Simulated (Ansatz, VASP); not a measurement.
## Two plane-wave programs on LiF

The input INCAR:

```
SYSTEM = LiF
PREC = Accurate
ENCUT = 750
EDIFF = 1E-6
ISMEAR = 0
SIGMA = 0.02
LREAL = .False.
LASPH = .True.
NELM = 120
ALGO = Normal
ISIF = 2
LWAVE = .False.
LCHARG = .True.
GGA = PE
LELF = .True.
LVHAR = .True.
NBANDS = 12
GGA_COMPAT = .False.
```

KPOINTS

```
regular mesh
0
Gamma
  10 10 10
  0 0 0
```

POSCAR

```
LiF
1.0
    0.0000000000      1.9865547229      1.9865547229
    1.9865547229      0.0000000000      1.9865547229
    1.9865547229      1.9865547229      0.0000000000
Li F
1 1
Direct
    0.0000000000      0.0000000000      0.0000000000
    0.5000000000      0.5000000000      0.5000000000
```

Input for Ansatz:

```yaml
crystal:
  lattice:
    - [0.0, 1.9865547229, 1.9865547229]
    - [1.9865547229, 0.0, 1.9865547229]
    - [1.9865547229, 1.9865547229, 0.0]
  atoms:
    - { symbol: Li, position: [0.0, 0.0, 0.0] }
    - { symbol: F, position: [0.5, 0.5, 0.5] }
basis:
  ecutwfc: 420
kpoints:
  mp_grid: { grid: [10, 10, 10] }
  band_path:
    path:
      - [[0.0, 0.0, 0.0], [0.5, 0.0, 0.5], [0.625, 0.25, 0.625]]
      - [[0.375, 0.375, 0.75], [0.0, 0.0, 0.0], [0.5, 0.5, 0.5], [0.5, 0.25, 0.75], [0.5, 0.0, 0.5]]
    npoints: 10
hamiltonian:
  xc: pbe
  pseudopotentials: { kind: paw, azcp: { folder: soft_1 } }
scf:
  occupations: { method: gaussian, width: 0.02 }
  n_extra_bands: 7
output:
  forces: true
  stress: true
  eigenvalues: true
  write_density: true
  write_potential: true
  elf: true
  volumetric_format: npy
```

Alike in both runs: task single point; functional PBE; k mesh 10 × 10 × 10; occupations gaussian, width 0.02 eV; no spin polarisation.

```csv
,VASP,Ansatz
version,VASP 6.6.1,Ansatz 0.2.0
potentials or method,"VASP PAW PBE potentials, release 64 (Li_sv, F), cutoff 750 eV","scalar-relativistic, plane waves, PAW"
valence electrons in the cell,10,10
```

|  | VASP | Ansatz | Ansatz less VASP |
| --- | --- | --- | --- |
| gap on the k mesh at the Fermi level (eV) | 9.45 | 9.47 | +0.018 |
| least direct gap on the mesh (eV) | 9.45 | 9.47 | +0.018 |
| pressure (GPa) | 4.8 | 5.4 | +0.69 |

The functional is the same, so the differences come from potentials, cutoffs and numerics.
